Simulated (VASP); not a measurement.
Input of a VASP 6.6.1 run:

File INCAR:

```
SYSTEM = Ca4B3
ALGO = Fast
EDIFF = 1E-6
ENCUT = 520
GGA = PE
ISIF = 2
ISMEAR = 0
LASPH = .TRUE.
LCHARG = .FALSE.
LREAL = .FALSE.
LWAVE = .FALSE.
NBANDS = 34
NELM = 60
PREC = Accurate
SIGMA = 0.1
```

Contents of KPOINTS:

```
k-points
0
G
  10 10 6
  0 0 0
```

File POSCAR:

```
Ca4B3
1.0
    4.4016939610      0.0000000000      0.0000000000
    0.0000000000      4.4016939610      0.0000000000
    0.0000000000      0.0000000000      8.2656307603
Ca B
4 3
Direct
    0.5000000000      0.5000000000      0.3390616233
    0.0000000000      0.0000000000      0.0728279232
    0.5000000000      0.0000000000      0.7429869415
    0.0000000000      0.5000000000      0.7429869415
    0.5000000000      0.5000000000      0.9567000001
    0.0000000000      0.0000000000      0.5740461991
    0.0000000000      0.0000000000      0.3885988012
```

Potentials or basis: VASP PAW PBE potentials, release 64 (Ca_sv, B).

Launch:

```bash
$ cat potpaw_PBE.64/Ca_sv/POTCAR potpaw_PBE.64/B/POTCAR > POTCAR
$ mpirun -np 1 vasp_std > vasp.out
```

(1) What does it give for the largest force?

(2) Estimate the pressure.

## Answers

(1) 0.013 eV/Å.

(2) 0.1 GPa.
